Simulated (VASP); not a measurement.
# MgI2 (P-3m1) in VASP: further runs

Runs on MgI2. Level: PBE. Tasks: single point.

Everything below comes from runs of VASP 6.6.1. Logs are shortened: lines on timing, memory, paths and dates and some standing lists are left out, and cuts for length are marked.

## (1) The cell of the first run

The structure is trigonal, space group P-3m1 (No. 164). Conventional cell: a = 4.115 Å, b = 4.115 Å, c = 7.641 Å, α = 90.00°, β = 90.00°, γ = 120.00°. Mg (site symmetry -3m) has 6 I at 2.90 Å within 3.8 Å. Within 3.8 Å of I (site symmetry 3m) lie 3 Mg at 2.90 Å.

## (2) Single point, PBE

INCAR

```
PREC = Accurate
ENCUT = 520
EDIFF = 1E-6
ISMEAR = 0
SIGMA = 0.05
LREAL = False
LASPH = True
NELM = 80
ALGO = Normal
ISIF = 2
LWAVE = False
LCHARG = False
GGA = PE
NBANDS = 15
```

KPOINTS

```
Automatic mesh
0
Gamma
  6 6 4
```

POSCAR

```
MgI2
1.0
    4.1154617896      0.0000000000      0.0000000000
   -2.0577308948      3.5640944581      0.0000000000
    0.0000000000      0.0000000000      7.6413829923
Mg I
1 2
Direct
    0.0000000000      0.0000000000      0.0000000000
    0.3333333333      0.6666666667      0.7820264016
    0.6666666667      0.3333333333      0.2179735984
```

Potentials or basis: VASP PAW PBE potentials, release 64 (Mg, I).

Started as:

```
cat potpaw_PBE.64/Mg/POTCAR potpaw_PBE.64/I/POTCAR > POTCAR
mpirun -np 1 vasp_std > vasp.out
```

OUTCAR:

```text
PREC = Accurate
   ENCUT = 520
   EDIFF = 1E-6
   ISMEAR = 0
   LREAL = False
   LASPH = True
   NELM = 80
   ISIF = 2
   GGA = PE

 ion  position               nearest neighbor table
   1  0.000  0.000  0.000-   2 2.90   3 2.90   3 2.90   2 2.90   3 2.90   2 2.90
   2  0.333  0.667  0.782-   1 2.90   1 2.90   1 2.90
   3  0.667  0.333  0.218-   1 2.90   1 2.90   1 2.90

  LATTYP: Found a hexagonal cell.
 ALAT       =     4.1154617896
 C/A-ratio  =     1.8567498334

  Lattice vectors:

 A1 = (   4.1154617896,   0.0000000000,   0.0000000000)
 A2 = (  -2.0577308948,   3.5640944581,   0.0000000000)
 A3 = (   0.0000000000,   0.0000000000,   7.6413829923)

Analysis of symmetry for initial positions (statically):
[... 33 lines left out ...]
                                     Primitive cell

  volume of cell :     112.0830

  direct lattice vectors                    reciprocal lattice vectors
     4.115461790  0.000000000  0.000000000     0.242986098  0.140288089  0.000000000
    -2.057730895  3.564094458  0.000000000     0.000000000  0.280576178  0.000000000
     0.000000000  0.000000000  7.641382992     0.000000000  0.000000000  0.130866363

  length of vectors
     4.115461790  4.115461790  7.641382992     0.280576178  0.280576178  0.130866363

  position of ions in fractional coordinates (direct lattice)
     0.000000000  0.000000000  0.000000000
     0.333333333  0.666666667  0.782026402
     0.666666667  0.333333333  0.217973598

  ion indices of the primitive-cell ions
   primitive index   ion index
                 1           1
                 2           2
                 3           3

----------------------------------------------------------------------------------------

 KPOINTS: Automatic mesh

Automatic generation of k-mesh.
 Grid dimensions read from file:
 generate k-points for:    6    6    4

 Generating k-lattice:

  Cartesian coordinates                     Fractional coordinates (reciprocal lattice)
     0.040497683  0.023381348  0.000000000     0.166666667  0.000000000  0.000000000
     0.000000000  0.046762696  0.000000000     0.000000000  0.166666667  0.000000000
     0.000000000  0.000000000  0.032716591     0.000000000  0.000000000  0.250000000

  Length of vectors
     0.046762696  0.046762696  0.032716591

  Shift w.r.t. Gamma in fractional coordinates (k-lattice)
[... 9 lines left out ...]
  0.000000  0.000000  0.000000      1.000000
  0.166667  0.000000  0.000000      6.000000
  0.333333  0.000000  0.000000      6.000000
  0.500000  0.000000  0.000000      3.000000
  0.166667  0.166667  0.000000      6.000000
  0.333333  0.166667  0.000000     12.000000
[... 22 lines left out ...]
   dimension x,y,z NGXF=    64 NGYF=   64 NGZF=  120
   ions per type =               1   2
   NGX,Y,Z   is equivalent  to a cutoff of  12.93, 12.93, 13.05 a.u.
   NGXF,Y,Z  is equivalent  to a cutoff of  25.85, 25.85, 26.11 a.u.
 SYSTEM =  unknown system
   PREC   = accura    normal or accurate (medium, high low for compatibility)
   ISTART =      0    job   : 0-new  1-cont  2-samecut
   ICHARG =      2    charge: 1-file 2-atom 10-const
   ISPIN  =      1    spin polarized calculation?
   LNONCOLLINEAR =      F non collinear calculations
   LSORBIT =      F    spin-orbit coupling
   LASPH  =      T    aspherical Exc in radial PAW
   ENCUT  =  520.0 eV  38.22 Ry    6.18 a.u.   7.65  7.65 14.21*2*pi/ulx,y,z
   NELM   =     80;   NELMIN=  2; NELMDL= -5     # of ELM steps
   EDIFF  = 0.1E-05   stopping-criterion for ELM
   LREAL  =      F    real-space projection
   EDIFFG = 0.1E-04   stopping-criterion for IOM
   NSW    =      0    number of steps for IOM
   IBRION =     -1    ionic relax: 0-MD 1-quasi-New 2-CG
[... 14 lines left out ...]
     AMIX     =   0.40;   BMIX     =  1.00
     AMIX_MAG =   1.60;   BMIX_MAG =  1.00
  volume/ion in A,a.u.               =      37.36       252.12
  Fermi-wavevector in a.u.,A,eV,Ry     =   0.855595  1.616840  9.960047  0.732043
  Thomas-Fermi vector in A             =   1.972368
   LORBIT       =      0    0 simple, 1 ext, 2 COOP (PROOUT), +10 PAW based schemes
   GGA     = PE    functional components
[... 6 lines left out ...]
 Gauss-broadening in eV      SIGMA  =   0.05
  energy-cutoff  :      520.00
  volume of cell :      112.08
 maximum number of plane-waves:      3076
 NGX is ok and might be reduce to    32
   NGX = 15   NGY = 15   NGZ = 29

 number of electron      16.0000001 magnetization

 Free energy of the ion-electron system (eV)
  ---------------------------------------------------
  ext. energy  EPLUGINS =         0.00000000
  ---------------------------------------------------
  free energy    TOTEN  =        -7.71430784 eV

  energy without entropy =       -7.71430784  energy(sigma->0) =       -7.71430784

 E-fermi :   1.7782     XC(G=0):  -7.7118

 val. band max:        1.5133715745   @ k =   0.0000   0.0000   0.0000
 cond. band min:       5.1255179514   @ k =   0.5000   0.0000   0.5000
 fundamental gap:      3.6121463769
 Fermi energy:         1.7781691112

 k-point     1 :       0.0000    0.0000    0.0000
  band No.  band energies     occupation
      1     -10.4987      2.00000
      2      -9.9033      2.00000
      3      -1.7817      2.00000
      4       1.1253      2.00000
      5       1.2039      2.00000
      6       1.2039      2.00000
      7       1.5134      2.00000
      8       1.5134      2.00000
      9       5.3696      0.00000
     10       6.4513      0.00000
     11       8.2878      0.00000
     12       8.2878      0.00000
     13       8.3915      0.00000
     14       9.6622      0.00000
     15       9.6622      0.00000
[... 397 lines left out ...]
 k-point    24 :       0.3333    0.3333    0.5000
  band No.  band energies     occupation
      1      -9.6238      2.00000
      2      -9.6238      2.00000
      3      -1.7048      2.00000
      4      -1.0954      2.00000
      5      -1.0954      2.00000
      6      -0.5702      2.00000
      7       0.7916      2.00000
      8       0.7916      2.00000
      9       6.1937      0.00000
     10       7.4805      0.00000
     11       7.4805      0.00000
     12       8.9889      0.00000
     13       9.9731      0.00000
     14      10.1000      0.00000
     15      10.3210      0.00000

------------------------ aborting loop because EDIFF is reached ----------------------------------------

  FORCE on cell =-STRESS in cart. coord.  units (eV):
  Direction    XX          YY          ZZ          XY          YZ          ZX
  --------------------------------------------------------------------------------------
  -------------------------------------------------------------------------------------
  Total        1.0779560      1.0779560      0.6664620     -0.0000000     -0.0000000      0.0000000
  in kB       15.4089086     15.4089086      9.5267819     -0.0000000     -0.0000000      0.0000000
  external PRESSURE =      13.4481997 kB  Pullay stress =       0.0000000 kB

 VOLUME and BASIS-vectors are now :
 -----------------------------------------------------------------------------
  energy-cutoff  :      520.00
  volume of cell :      112.08
      direct lattice vectors                 reciprocal lattice vectors
     4.115461790  0.000000000  0.000000000     0.242986098  0.140288089  0.000000000
    -2.057730895  3.564094458  0.000000000     0.000000000  0.280576178  0.000000000
     0.000000000  0.000000000  7.641382992     0.000000000  0.000000000  0.130866363

 POSITION                                       TOTAL-FORCE (eV/Angst)
 -----------------------------------------------------------------------------------
      0.00000      0.00000      0.00000         0.000000      0.000000      0.000000
     -0.00000      2.37606      5.97576        -0.000000      0.000000     -0.183871
      2.05773      1.18803      1.66562         0.000000      0.000000      0.183871
 -----------------------------------------------------------------------------------
    total drift:                                0.000000     -0.000000      0.000000

  FREE ENERGIE OF THE ION-ELECTRON SYSTEM (eV)
  ---------------------------------------------------
  free  energy   TOTEN  =        -7.7143078377 eV

  energy  without entropy=       -7.7143078377  energy(sigma->0) =       -7.71430784
```

Run time: 15 s. Hardware: 1 thread of Intel Xeon 6975P-C (Granite Rapids), shared host; peak memory 0.24 GiB.

Results:

```yaml
Free_energy: -7.7143 eV
Pressure: 1.3 GPa
Largest_force: 0.184 eV/Å
Band_gap_on_the_k_mesh: 3.61 eV, indirect (least direct gap 3.86 eV)
```

Forces on the atoms (eV/Å):
```
Mg   0.000  0.000  0.000
I    0.000  0.000 -0.184
I    0.000  0.000  0.184
```

Caveat: spin-orbit coupling is left out, which moves the levels of the heavy elements; this functional lacks dispersion, which binds the layers, so the pressure and a relaxed spacing across them are unreliable.

## (3) Single point, PBE

INCAR

```
  PREC = Accurate
  ENCUT = 520
  EDIFF = 1E-6
  ISMEAR = 0
  SIGMA = 0.05
  LREAL = False
  LASPH = True
  NELM = 80
  ALGO = Normal
  ISIF = 2
  LWAVE = False
  LCHARG = False
  GGA = PE
  NBANDS = 15
```

KPOINTS is that of step 2.

POSCAR

```
MgI2
1.0
    4.1154617896      0.0000000000      0.0000000000
   -2.0577308948      3.5640944581      0.0000000000
    0.0000000000      0.0000000000      7.6413829923
Mg I
1 2
Direct
    0.0000000000      0.0000000000      0.0000000000
    0.3333333333      0.6666666667      0.7935475476
    0.6666666667      0.3333333333      0.2064524524
```

Potentials or basis: VASP PAW PBE potentials, release 64 (Mg, I).

Started as:

```
cat potpaw_PBE.64/Mg/POTCAR potpaw_PBE.64/I/POTCAR > POTCAR
mpirun -np 1 vasp_std > vasp.out
```

Wall time 14 s (1 thread of Intel Xeon 6975P-C (Granite Rapids), shared host); peak memory 0.24 GiB.

The run converged. Its results:

- Free energy: -7.6383 eV
- Pressure: 2.8 GPa
- Largest force: 0.693 eV/Å
- Band gap on the k mesh: 3.76 eV, indirect (least direct gap 4.10 eV)

Forces on the atoms (eV/Å):
```
Mg   0.000  0.000  0.000
I    0.000  0.000 -0.693
I    0.000  0.000  0.693
```

Stress tensor (GPa, compression positive):
```
2.68 0.00 0.00
0.00 2.68 0.00
0.00 0.00 3.15
```

Levels at points of the mesh, in eV from the valence-band top:
```tsv
k point	band 6	band 7	band 8	band 9	band 10	band 11
(0.00, 0.00, 0.00)	-0.21	0.00	0.00	4.10	4.93	6.73
(0.50, 0.00, 0.00)	-1.36	-0.65	-0.42	3.77	5.57	5.86
(0.00, 0.00, 0.50)	-0.37	-0.02	-0.02	4.75	4.96	6.69
(0.50, 0.00, 0.50)	-1.23	-0.63	-0.46	3.77	5.58	5.74
```

Caveat: spin-orbit coupling is left out, which moves the levels of the heavy elements; this functional lacks dispersion, which binds the layers, so the pressure and a relaxed spacing across them are unreliable. A k mesh can miss the band edges.

## (4) Single point, PBE

Edit INCAR of step 3 so:

```diff
@@ -7,3 +7,3 @@
   LASPH = True
-  NELM = 80
+  NELM = 60
   ALGO = Normal
```

KPOINTS is that of step 3.

POSCAR

```
MgI2
1.0
    4.1154617896      0.0000000000      0.0000000000
   -2.0577308948      3.5640944581      0.0000000000
    0.0000000000      0.0000000000      7.6413829923
Mg I
1 2
Direct
    0.0000000000      0.0000000000      0.0000000000
    0.3333333333      0.6666666667      0.7858667836
    0.6666666667      0.3333333333      0.2141332164
```

Started as:

```
cat potpaw_PBE.64/Mg/POTCAR potpaw_PBE.64/I/POTCAR > POTCAR
mpirun -np 1 vasp_std > vasp.out
```

Run time: 15 s. Hardware: 1 thread of Intel Xeon 6975P-C (Granite Rapids), shared host; peak memory 0.25 GiB.

Results (log left out):

```yaml
Free_energy: -7.6988 eV
Pressure: 1.8 GPa
Largest_force: 0.346 eV/Å
Band_gap_on_the_k_mesh: 3.67 eV, indirect (least direct gap 3.94 eV)
```

Forces on the atoms (eV/Å):
```
Mg   0.000  0.000  0.000
I    0.000  0.000 -0.346
I    0.000  0.000  0.346
```

Stress tensor (GPa, compression positive):
```
1.89 0.00 0.00
0.00 1.89 0.00
0.00 0.00 1.67
```

Levels at points of the mesh, in eV from the valence-band top:
```csv
k point,band 4,band 5,band 6,band 7,band 8,band 9,band 10,band 11,band 12,band 13
"(0.00, 0.00, 0.00)",-0.33,-0.33,-0.33,0.00,0.00,3.94,4.93,6.76,6.76,6.88
"(0.50, 0.00, 0.00)",-2.97,-1.55,-1.28,-0.75,-0.45,3.71,5.46,5.69,7.38,7.57
"(0.00, 0.00, 0.50)",-1.00,-0.31,-0.31,-0.02,-0.02,4.66,4.95,6.71,6.71,7.23
"(0.50, 0.00, 0.50)",-3.07,-1.30,-1.24,-0.73,-0.50,3.67,5.44,5.61,6.26,7.71
```

Caveat: spin-orbit coupling is left out, which moves the levels of the heavy elements; this functional lacks dispersion, which binds the layers, so the pressure and a relaxed spacing across them are unreliable. A k mesh can miss the band edges.
